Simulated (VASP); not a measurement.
Set up this calculation in VASP 6.6.1, as the native input.

| Item | Value |
| --- | --- |
| Task | single point |
| Functional | PBE |
| Potentials or basis | VASP PAW PBE potentials, release 64 (Li_sv, C) |
| Cutoff | 520 eV |
| k mesh | 3 × 3 × 3 |
| Occupations | gaussian, width 0.1 eV |
| Spin | no spin polarisation |
| Dipole correction | no |
| Further INCAR settings | LREAL = Auto; ALGO = Normal; EDIFF = 1e-06; NBANDS = 40 |

The structure of Li16C (a cell with a defect) lies in POSCAR:

```
Li16C
1.0
    6.9800000000      0.0000000000      0.0000000000
    0.0000000000      6.9800000000      0.0000000000
    0.0000000000      0.0000000000      6.9800000000
Li C
16 1
Direct
    0.0005780361      0.0334285566      0.0321645874
    0.5007316654     -0.0257660853      0.0344890791
    0.0006882152      0.3999014755     -0.0562497897
    0.0005771999      0.0331615432      0.4702975344
    0.2841372137      0.2756429135      0.2513381435
    0.5004787470      0.5420736371     -0.0332547676
    0.5007148207     -0.0263839266      0.4675292966
    0.7171017374      0.2758102906      0.2513553928
    0.0007189040      0.4002295756      0.5582766333
    0.2164230454      0.7074671012      0.2507900092
    0.2815336712      0.2161228140      0.7508946600
    0.5004624905      0.5422158255      0.5354611698
    0.7848715870      0.7073609069      0.2508020371
    0.7197119198      0.2163640438      0.7508738633
    0.1932864216      0.8494217038      0.7513087652
    0.8078639351      0.8495615032      0.7513162630
    0.0005906900      0.1247383214      0.7511873224
```

These files were run (other wordings do the same):

INCAR

```
SYSTEM = Li16C
ALGO = Normal ; EDIFF = 1E-6
ENCUT = 520 ; GGA = PE
ISIF = 2 ; ISMEAR = 0
LASPH = .TRUE. ; LCHARG = .FALSE.
LREAL = Auto ; LWAVE = .FALSE.
NBANDS = 40 ; NELM = 100
PREC = Accurate ; SIGMA = 0.1
```

KPOINTS

```
k-points
0
G
  3 3 3
  0 0 0
```

Potentials or basis: VASP PAW PBE potentials, release 64 (Li_sv, C).

The run is started by

```sh
$ cat potpaw_PBE.64/Li_sv/POTCAR potpaw_PBE.64/C/POTCAR > POTCAR
$ mpirun -np 1 vasp_std > vasp.out
```

It gave:

```yaml
Largest_force: 0.008 eV/Å
Band_gap_on_the_k_mesh: zero (band 26 reaches 0.53 eV, above the bottom of band 27 at 0.35 eV)
```

Run time: 6.3 min on 1 thread of Intel(R) Xeon(R) Platinum 8175M CPU @ 2.50GHz (Skylake/Cascade Lake), with other jobs on the host, peak memory 0.42 GiB.
